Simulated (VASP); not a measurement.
# C (P1) in VASP: single point with r2SCAN

Aim: the single point of C with r2SCAN.

Program: VASP 6.6.1. These are calculated values, not measurements. Logs are shortened: lines on timing, memory, paths and dates and some standing lists are left out, and cuts for length are marked.

## Step 1: The cell of the first run

The typed cell holds 16 atoms: a = 2.471 Å, b = 4.423 Å, c = 8.679 Å, α = 105.25°, β = 99.03°, γ = 89.67°.

## Step 2: Single point, r2SCAN

Input file POSCAR:

```
C
1.0
   -2.4709997932      0.0070935388      0.0172505021
   -0.0122863696      4.4229150988      0.0169713001
    1.2985549861     -2.2473306089     -8.2812972783
C
16
Direct
    0.4504101118      0.4561041437      0.9075455713
    0.9587026024      0.9497688504      0.9079009207
    0.7072875101      0.7053794564      0.4079037218
    0.2101460887      0.2033371452      0.4068572284
    0.2947179042      0.2953760193      0.5918218909
    0.7925152919      0.7974181180      0.5908723207
    0.5423130637      0.5442616918      0.0929973601
    0.0466888643      0.0488157905      0.0935090240
    0.9255353236      0.2573621319      0.8438330131
    0.4195412796      0.7603696171      0.8455469620
    0.1735391053      0.8364310946      0.3453434946
    0.6653627440      0.3383516676      0.3440235948
    0.8297560993      0.1608673410      0.6556700773
    0.3324722061      0.6570454849      0.6568791919
    0.0751766420      0.7418954638      0.1540830594
    0.5758351628      0.2472159838      0.1552125690
```

Input file INCAR.step1:

```
  PREC = Accurate
  ENCUT = 520
  ISMEAR = 0
  SIGMA = 0.05
  LREAL = Auto
  LASPH = T
  NELM = 100
  NBANDS = 46
  GGA = PE
  ALGO = Normal
  EDIFF = 1E-4
  LWAVE = T
  LCHARG = F
  KPAR = 4
```

Input file INCAR.step2:

```
  PREC = Accurate
  ENCUT = 520
  EDIFF = 1E-6
  ISMEAR = 0
  SIGMA = 0.05
  LREAL = Auto
  LASPH = T
  NELM = 100
  ALGO = Normal
  ISIF = 2
  LWAVE = F
  LCHARG = F
  METAGGA = R2SCAN
  LMIXTAU = T
  NBANDS = 46
  ISTART = 1
  KPAR = 4
```

Input file KPOINTS:

```
Automatic mesh
0
Gamma
  8 8 8
```

Potentials or basis: VASP PAW PBE potentials, release 64 (C).

The run is started by

```console
> cat potpaw_PBE.64/C/POTCAR > POTCAR
> cp INCAR.step1 INCAR
> mpirun -np 4 vasp_std > vasp.out
> cp INCAR.step2 INCAR
> mpirun -np 4 vasp_std > vasp.out
```

OUTCAR:

```text
PREC = Accurate
   ENCUT = 520
   EDIFF = 1E-6
   ISMEAR = 0
   LREAL = Auto
   LASPH = T
   NELM = 100
   ISIF = 2
   METAGGA = R2SCAN
   ISTART = 1

 ion  position               nearest neighbor table
   1  0.450  0.456  0.908-   9 1.51   7 1.53   9 1.55  10 1.57
   2  0.959  0.950  0.908-  10 1.50  10 1.52   8 1.53   9 1.60
   3  0.707  0.705  0.408-   6 1.51  11 1.52  11 1.53  12 1.57
   4  0.210  0.203  0.407-  12 1.51   5 1.53  12 1.55  11 1.57
   5  0.295  0.295  0.592-   4 1.53  13 1.53  13 1.54  14 1.55
   6  0.793  0.797  0.591-   3 1.51  14 1.55  13 1.56  14 1.56
[... 8 lines left out ...]
  15  0.075  0.742  0.154-   7 1.52   7 1.53   8 1.58  11 1.58
  16  0.576  0.247  0.155-   8 1.52   8 1.53   7 1.54  12 1.56

  LATTYP: Found a triclinic cell.
 ALAT       =     2.4710701884
 B/A-ratio  =     2.0552499714
 C/A-ratio  =     3.7833837464
 COS(alpha) =     0.0001547895
 COS(beta)  =     0.4073962155
 COS(gamma) =     0.4915012716

  Lattice vectors:

 A1 = (   2.4709997932,  -0.0070935388,  -0.0172505021)
 A2 = (   2.4832861628,  -4.4300086376,  -0.0342218022)
 A3 = (   3.7572684097,   2.1684909511,  -8.2815764803)

Analysis of symmetry for initial positions (statically):
=====================================================================
 Subroutine PRICEL returns:
 Original cell was already a primitive cell.

 Routine SETGRP: Setting up the symmetry group for a
 triclinic supercell.

 Subroutine GETGRP returns: Found  1 space group operations
 (whereof  1 operations were pure point group operations)
 out of a pool of  2 trial point group operations.

The static configuration has the point symmetry C_1 .

Analysis of symmetry for dynamics (positions and initial velocities):
=====================================================================
 Subroutine PRICEL returns:
 Original cell was already a primitive cell.

 Routine SETGRP: Setting up the symmetry group for a
 triclinic supercell.

 Subroutine GETGRP returns: Found  1 space group operations
 (whereof  1 operations were pure point group operations)
 out of a pool of  2 trial point group operations.

The dynamic configuration has the point symmetry C_1 .

 Subroutine INISYM returns: Found  1 space group operations
 (whereof  1 operations are pure point group operations),
 and found     1 'primitive' translations

----------------------------------------------------------------------------------------

                                     Primitive cell

  volume of cell :      90.3131

  direct lattice vectors                    reciprocal lattice vectors
    -2.470999793  0.007093539  0.017250502    -0.405138852 -0.000882584 -0.063288589
    -0.012286370  4.422915099  0.016971300     0.000221187  0.226331388 -0.061385821
     1.298554986 -2.247330609 -8.281297278    -0.000843478  0.000461994 -0.121011663

  length of vectors
     2.471070188  4.422964724  8.678515111     0.410053307  0.234508348  0.121015485

  position of ions in fractional coordinates (direct lattice)
     0.450410112  0.456104144  0.907545571
     0.958702602  0.949768850  0.907900921
     0.707287510  0.705379456  0.407903722
     0.210146089  0.203337145  0.406857228
     0.294717904  0.295376019  0.591821891
     0.792515292  0.797418118  0.590872321
[... 8 lines left out ...]
     0.075176642  0.741895464  0.154083059
     0.575835163  0.247215984  0.155212569

  ion indices of the primitive-cell ions
   primitive index   ion index
                 1           1
                 2           2
                 3           3
                 4           4
                 5           5
                 6           6
[... 8 lines left out ...]
                15          15
                16          16

----------------------------------------------------------------------------------------

 KPOINTS: Automatic mesh

Automatic generation of k-mesh.
 Grid dimensions read from file:
 generate k-points for:    8    8    8

 Generating k-lattice:

  Cartesian coordinates                     Fractional coordinates (reciprocal lattice)
    -0.050642357 -0.000110323 -0.007911074     0.125000000  0.000000000 -0.000000000
     0.000027648  0.028291424 -0.007673228     0.000000000  0.125000000  0.000000000
    -0.000105435  0.000057749 -0.015126458    -0.000000000 -0.000000000  0.125000000

  Length of vectors
     0.051256663  0.029313544  0.015126936

  Shift w.r.t. Gamma in fractional coordinates (k-lattice)
     0.000000000  0.000000000  0.000000000

 Subroutine IBZKPT returns following result:
 ===========================================

 Found    260 irreducible k-points:

 Following reciprocal coordinates:
            Coordinates               Weight
  0.000000  0.000000  0.000000      1.000000
  0.125000  0.000000  0.000000      2.000000
  0.250000  0.000000  0.000000      2.000000
  0.375000 -0.000000  0.000000      2.000000
  0.500000  0.000000  0.000000      1.000000
 -0.000000  0.125000  0.000000      2.000000
[... 16 lines left out ...]
  0.125000  0.375000  0.000000      2.000000
  0.250000  0.375000  0.000000      2.000000
 [... further k-points ...]
   k-points           NKPTS =    260   k-points in BZ     NKDIM =    260   number of bands    NBANDS=     46
   number of dos      NEDOS =    301   number of ions     NIONS =     16
   total plane-waves  NPLWV =  45360
   dimension x,y,z NGX =    18 NGY =   36 NGZ =   70
   dimension x,y,z NGXF=    36 NGYF=   72 NGZF=  140
   ions per type =              16
   NGX,Y,Z   is equivalent  to a cutoff of  12.11, 13.53, 13.41 a.u.
   NGXF,Y,Z  is equivalent  to a cutoff of  24.22, 27.06, 26.82 a.u.
 SYSTEM =  unknown system
   PREC   = accura    normal or accurate (medium, high low for compatibility)
   ISTART =      1    job   : 0-new  1-cont  2-samecut
   ICHARG =      0    charge: 1-file 2-atom 10-const
   ISPIN  =      1    spin polarized calculation?
   LNONCOLLINEAR =      F non collinear calculations
   LSORBIT =      F    spin-orbit coupling
   LASPH  =      T    aspherical Exc in radial PAW
   ENCUT  =  520.0 eV  38.22 Ry    6.18 a.u.   4.59  8.22 16.14*2*pi/ulx,y,z
   NELM   =    100;   NELMIN=  2; NELMDL=  0     # of ELM steps
   EDIFF  = 0.1E-05   stopping-criterion for ELM
   LREAL  =      T    real-space projection
   EDIFFG = 0.1E-04   stopping-criterion for IOM
   NSW    =      0    number of steps for IOM
   IBRION =     -1    ionic relax: 0-MD 1-quasi-New 2-CG
   NFREE  =      0    steps in history (QN), initial steepest desc. (CG)
   ISIF   =      2    stress and relaxation
   ISYM   =      2    0-nonsym 1-usesym 2-fastsym
   POTIM  = 0.5000    time-step for ionic-motion
   TEBEG  =    0.0;   TEEND  =   0.0 temperature during run
   PSTRESS=    0.0 pullay stress
   NELECT =      64.0000    total number of electrons
   NUPDOWN=      -1.0000    fix difference up-down
   EMIN   =  10.00;   EMAX   =-10.00  energy-range for DOS
   EFERMI =   0.00;   METHOD = LEGACY
   ISMEAR =     0;   SIGMA  =   0.05  broadening in eV -4-tet -1-fermi 0-gaus
   EFERMI_NEDOS =   21; number of points for ismear=-14 and -15
   IALGO  =     38    algorithm
   IMIX   =      4    mixing-type and parameters
     AMIX     =   0.40;   BMIX     =  1.00
     AMIX_MAG =   1.60;   BMIX_MAG =  1.00
  volume/ion in A,a.u.               =       5.64        38.09
  Fermi-wavevector in a.u.,A,eV,Ry     =   1.459547  2.758143 28.984166  2.130276
  Thomas-Fermi vector in A             =   2.576101
   LORBIT       =      0    0 simple, 1 ext, 2 COOP (PROOUT), +10 PAW based schemes
   METAGGA = R2SCAN    functional components
   LHFCALC =     F    Hartree Fock is set to
   AEXX    =    0.0000 exact exchange contribution
   IVDW    =     0    specifies the selected vdW correction
   LEPSILON=     F    determine dielectric tensor
   LRPA    =     F    only Hartree local field effects (RPA)
 non-spin polarized calculation
 Gauss-broadening in eV      SIGMA  =   0.05
  energy-cutoff  :      520.00
  volume of cell :       90.31
 maximum number of plane-waves:      2458
   NGX =  9   NGY = 17   NGZ = 33

 number of electron      63.9999998 magnetization

 Free energy of the ion-electron system (eV)
  ---------------------------------------------------
  ext. energy  EPLUGINS =         0.00000000
  ---------------------------------------------------
  free energy    TOTEN  =      -156.75148002 eV

  energy without entropy =     -156.75148002  energy(sigma->0) =     -156.75148002

 E-fermi :  10.4421     XC(G=0): -14.2820

 val. band max:       10.1390167703   @ k =   0.0000   0.0000   0.0000
 cond. band min:      14.2410730312   @ k =   0.5000   0.5000   0.0000
 fundamental gap:      4.1020562609
 Fermi energy:        10.4420912604

 k-point     1 :       0.0000    0.0000    0.0000
  band No.  band energies     occupation
      1     -13.0011      2.00000
      2     -11.3104      2.00000
      3     -11.1251      2.00000
      4      -7.4688      2.00000
      5      -7.3847      2.00000
      6      -7.0524      2.00000
[... 36 lines left out ...]
     43      18.0374      0.00000
     44      18.1430      0.00000

 k-point     2 :       0.1250    0.0000    0.0000
  band No.  band energies     occupation
      1     -12.6788      2.00000
      2     -11.1581      2.00000
      3     -10.6447      2.00000
      4      -7.2257      2.00000
      5      -7.0631      2.00000
      6      -6.8267      2.00000
[... 36 lines left out ...]
     43      18.5993      0.00000
     44      18.8736      0.00000

 k-point     3 :       0.2500    0.0000    0.0000
  band No.  band energies     occupation
      1     -11.7184      2.00000
      2     -10.4423      2.00000
      3      -9.4781      2.00000
      4      -6.4439      2.00000
      5      -6.2576      2.00000
      6      -6.0479      2.00000
[... 976 lines left out ...]
     43      19.0100      0.00000
     44      19.4755      0.00000

 k-point    24 :       0.2500    0.3750    0.0000
  band No.  band energies     occupation
      1     -10.7130      2.00000
      2     -10.1176      2.00000
      3      -9.3246      2.00000
      4      -8.2502      2.00000
      5      -7.8680      2.00000
      6      -7.0123      2.00000
[... 36 lines left out ...]
     43      19.3213      0.00000
     44      19.6552      0.00000

 [... further k-points ...]

 [bands above 44 left out]

------------------------ aborting loop because EDIFF is reached ----------------------------------------

  FORCE on cell =-STRESS in cart. coord.  units (eV):
  Direction    XX          YY          ZZ          XY          YZ          ZX
  --------------------------------------------------------------------------------------
  -------------------------------------------------------------------------------------
  Total       11.1746355    -10.0945617      2.2105047      1.5792228     -2.3514049      3.7112920
  in kB      198.2409311   -179.0801423     39.2149258     28.0158215    -41.7145331     65.8392823
  external PRESSURE =      19.4585715 kB  Pullay stress =       0.0000000 kB

 VOLUME and BASIS-vectors are now :
 -----------------------------------------------------------------------------
  energy-cutoff  :      520.00
  volume of cell :       90.31
      direct lattice vectors                 reciprocal lattice vectors
    -2.470999793  0.007093539  0.017250502    -0.405138852 -0.000882584 -0.063288589
    -0.012286370  4.422915099  0.016971300     0.000221187  0.226331388 -0.061385821
     1.298554986 -2.247330609 -8.281297278    -0.000843478  0.000461994 -0.121011663

 POSITION                                       TOTAL-FORCE (eV/Angst)
 -----------------------------------------------------------------------------------
      0.05993     -0.01905     -7.50014        -0.470652     -0.345818      0.281252
     -1.20166      2.16719     -7.48594         0.694110      1.560601      0.051526
     -1.22669      2.20816     -3.35380         0.375861     -0.552260      0.371852
      0.00656     -0.01351     -3.36223         1.047093     -0.138931      0.168100
      0.03664     -0.02151     -4.89096        -0.359678      0.003416     -0.532622
     -1.20082      2.20465     -4.86598        -0.547510     -0.813304     -1.308919
[... 8 lines left out ...]
      0.00521      2.93560     -1.26212         0.043987      0.380686     -0.802079
     -1.22437      0.74869     -1.27123        -0.023431     -0.510291     -0.176547
 -----------------------------------------------------------------------------------
    total drift:                               -0.005955      0.006391     -0.004081

  FREE ENERGIE OF THE ION-ELECTRON SYSTEM (eV)
  ---------------------------------------------------
  free  energy   TOTEN  =      -156.7514800152 eV

  energy  without entropy=     -156.7514800152  energy(sigma->0) =     -156.75148002
```

Wall time 34 min (4 MPI ranks of Oxide Virtual Turin-like, shared host); peak memory 0.65 GiB.

Results:

* Free energy: -156.7515 eV
* Pressure: 1.9 GPa
* Largest force: 1.709 eV/Å
* Band gap on the k mesh: 4.10 eV

Forces in eV/Å, atoms in the order of the input:
```
C   -0.471 -0.346  0.281
C    0.694  1.561  0.052
C    0.376 -0.552  0.372
C    1.047 -0.139  0.168
C   -0.360  0.003 -0.533
C   -0.548 -0.813 -1.309
C   -0.190  0.528  0.264
C    0.067 -0.504  0.216
C    0.500 -0.327 -0.268
C   -0.678 -1.248  0.266
C   -0.121  0.689  0.498
C   -1.071  0.199 -0.175
C    0.169 -0.088  0.326
C    0.563  1.167  0.820
C    0.044  0.381 -0.802
C   -0.023 -0.510 -0.177
```

Caveat: the stress differs along the axes, from -18 to 20 GPa; the PAW data sets were made with another functional, which shifts forces and pressure a little. A k mesh can miss the band edges.
